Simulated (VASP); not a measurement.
A run of VASP 6.6.1 is set up as follows.

INCAR

```
  PREC = Accurate
  ENCUT = 520
  EDIFF = 1E-7
  ISMEAR = 0
  SIGMA = 0.1
  LREAL = F
  LASPH = T
  NELM = 100
  ALGO = Normal
  ISIF = 2
  LWAVE = F
  LCHARG = F
  GGA = PS
  NBANDS = 12
```

The input KPOINTS:

```
Automatic mesh
0
Gamma
  20 14 14
```

Contents of POSCAR:

```
Sb
1.0
    3.0637568998      0.0000000000      0.0126666375
    0.0000000000      4.3256139648      0.0000000000
   -0.0203108920      0.0000000000      4.3263950861
Sb
2
Direct
    0.9999275747      0.7500000000      0.7499782594
    0.0000724253      0.2500000000      0.2500217406
```

Potentials or basis: VASP PAW PBE potentials, release 64 (Sb).

Launch:

```bash
$ cat potpaw_PBE.64/Sb/POTCAR > POTCAR
$ mpirun -np 1 vasp_std > vasp.out
```

Task: What does it give for the band gap on the k mesh?

Result: Zero (bands 5 and 6 overlap by 9.19 eV).

Task: Predict the pressure.

Result: 0.1 GPa.

Stress tensor (GPa, compression positive):
```
-0.23  0.00  0.00
 0.00  0.28  0.00
 0.00  0.00  0.28
```

Caveat: the PAW data sets were made with another functional, which shifts forces and pressure a little; spin-orbit coupling is left out, which moves the levels of the heavy elements.
